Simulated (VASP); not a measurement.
Ta4Sb, 5 atoms in the cell. Symmetry: I4/mmm, No. 139, tetragonal system. Conventional cell: a = 6.795 Å, b = 6.795 Å, c = 5.153 Å, α = 90.00°, β = 90.00°, γ = 90.00°. Ta (site symmetry m2m) has 4 Ta at 2.72 to 2.78 Å and 3 Sb at 2.84 to 3.24 Å within 3.6 Å. Sb (site symmetry 4/mmm) has 12 Ta at 2.84 to 3.24 Å within 3.7 Å. The cell was built from a structure type or drawn by symmetry, and may not be a known phase.

- Program: VASP 6.6.1
- Task: single point
- Functional: PBE
- Potentials or basis: VASP PAW PBE potentials, release 64 (Ta_pv, Sb)
- Cutoff: 520 eV
- k mesh: 10 × 10 × 10
- Occupations: gaussian, width 0.1 eV
- Spin: no spin polarisation
- Dipole correction: no
- Further INCAR settings: ALGO = Fast; EDIFF = 1e-06; NBANDS = 32

Potentials or basis: VASP PAW PBE potentials, release 64 (Ta_pv, Sb).

Launch:

```bash
$ cat potpaw_PBE.64/Ta_pv/POTCAR potpaw_PBE.64/Sb/POTCAR > POTCAR
$ mpirun -np 1 vasp_std > vasp.out
```

Hardware: 1 thread of AMD EPYC 7R13 Processor (Zen 3) (shared host).

Problem. How long does it take, and how much memory?

Solution. It took 5.6 min on 1 thread of AMD EPYC 7R13 Processor (Zen 3), with other jobs on the host, peak memory 0.45 GiB. Counts: scf iterations 15, k points 102.
